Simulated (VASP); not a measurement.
# SiGe: relaxation of shape and atoms at fixed volume with PBEsol

Crystal: SiGe.

```xyz
4
Lattice="3.7346 0.0000 0.0000 -1.8673 3.2343 0.0000 0.0000 0.0000 6.1854" Properties=species:S:1:pos:R:3 pbc="T T T"
Si    1.8673    1.0781    5.4067
Si    0.0000    2.1562    2.3140
Ge    1.8673    1.0781    3.0983
Ge    0.0000    2.1562    0.0055
```

This cell differs from its parent crystal: volume scaled by 0.88.

* Program: VASP 6.6.1
* Task: relaxation of shape and atoms at fixed volume
* Functional: PBEsol
* Potentials or basis: VASP PAW PBE potentials, release 64 (Si, Ge_d)
* Cutoff: 600 eV
* k mesh: 12 × 12 × 6
* Occupations: gaussian, width 0.02 eV
* Spin: no spin polarisation
* Dipole correction: no
* Further INCAR settings: ALGO = Normal; EDIFF = 1e-07; IBRION = 2; EDIFFG = -0.01; NSW = 50; ISIF = 4

```
Energy gained by relaxing : 0.0 meV/atom
Ionic steps               : 3
Pressure after relaxing   : 13.7 GPa
Band gap on the k mesh    : 0.11 eV, indirect (least direct gap 0.79 eV)
```

Stress tensor (GPa, compression positive):
```
13.69  0.00  0.00
 0.00 13.69  0.00
 0.00  0.00 13.79
```

Final structure:
```
Si Ge
1.0
     3.73475    0.00000    0.00000
    -1.86738    3.23439    0.00000
     0.00000    0.00000    6.18494
Si Ge
2 2
Direct
  0.66667 0.33333 0.87402
  0.33333 0.66667 0.37402
  0.66667 0.33333 0.50098
  0.33333 0.66667 0.00098
```

Levels at points of the mesh, in eV from the valence-band top:
| k point | band 16 | band 17 | band 18 | band 19 | band 20 | band 21 |
| --- | --- | --- | --- | --- | --- | --- |
| (0.00, 0.00, 0.00) | -0.45 | 0.00 | 0.00 | 0.79 | 1.95 | 1.95 |
| (0.50, 0.00, 0.00) | -3.65 | -3.61 | -1.75 | 0.11 | 2.19 | 3.07 |
| (0.00, 0.00, 0.50) | -1.12 | -1.12 | -1.12 | 1.62 | 1.62 | 3.08 |
| (0.50, 0.00, 0.50) | -2.98 | -2.91 | -2.91 | 0.60 | 0.60 | 1.54 |

Wall time 4.1 min on 1 thread of Intel(R) Xeon(R) Platinum 8375C CPU @ 2.90GHz (Ice Lake) (shared host), peak memory 0.3 GiB.

Caveat: the PAW data sets were made with another functional, which shifts forces and pressure a little. A k mesh can miss the band edges.
